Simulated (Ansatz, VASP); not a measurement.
# Fe: VASP beside Ansatz

```
Fe
1.0
     2.51263    0.00000    0.00000
    -1.25632    2.17600    0.00000
     0.00000    0.00000    8.08813
Fe
4
Cartesian
  -1.2563 2.1760 0.0000
  -1.2563 2.1760 4.0441
  0.0000 1.4507 2.0220
  1.2563 0.7253 6.0661
```

Alike in both runs: task single point; functional PBEsol; k mesh 20 × 20 × 6; occupations fermi-dirac, width 0.1 eV; no spin polarisation.

```csv
,VASP,Ansatz
version,VASP 6.6.1,Ansatz 0.2.0
potentials or method,"VASP PAW PBE potentials, release 64 (Fe), cutoff 520 eV","plane waves (420 eV) with PAW, scalar-relativistic"
valence electrons in the cell,32,64
```

VASP gave:

| Property | Result |
| --- | --- |
| pressure (GPa) | -27.9 |
| traceless stress, the component that is largest in VASP (GPa) | -0.38 |

Estimate Ansatz's values.

pressure (GPa): -27.8; traceless stress, the component that is largest in VASP (GPa): -0.34.

VASP's potentials were made for PBE, not for PBEsol, and Ansatz warns of the same on its side. VASP's potentials hold 32 valence electrons a cell and Ansatz's 64, so a difference there can come from the potentials and not from the codes.
